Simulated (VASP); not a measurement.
Runs of VASP 6.6.1 on Fe. The structure is cubic, space group Fm-3m (No. 225). Conventional cell: a = 3.509 Å, b = 3.509 Å, c = 3.509 Å, α = 90.00°, β = 90.00°, γ = 90.00°. Within 3.3 Å of Fe (site symmetry m-3m) lie 12 Fe at 2.48 Å. 

```csv
spin,gap on the mesh (eV),pressure (GPa),moment (μB)
"collinear, ferromagnetic start",none,-3.1,(b)
"collinear, antiferromagnetic start",none,-4.9,0.00
off,none,-13.1,-
collinear,none,-7.4,(a)
```

Alike in all rows: task single point; level PBE; potentials or basis VASP PAW PBE potentials, release 64 (Fe); cell as given; k mesh 12 × 12 × 6; cutoff (eV) 520; smearing fermi-dirac 0.1 eV.

Task: Fill in the values left out.

Result: (a) 1.22; (b) 2.45.

Caveats: the moment fell far below its start of 4 μB, so a state of higher moment may lie lower in energy (some runs).

A gap of «none» marks levels without a gap at the run's occupations.
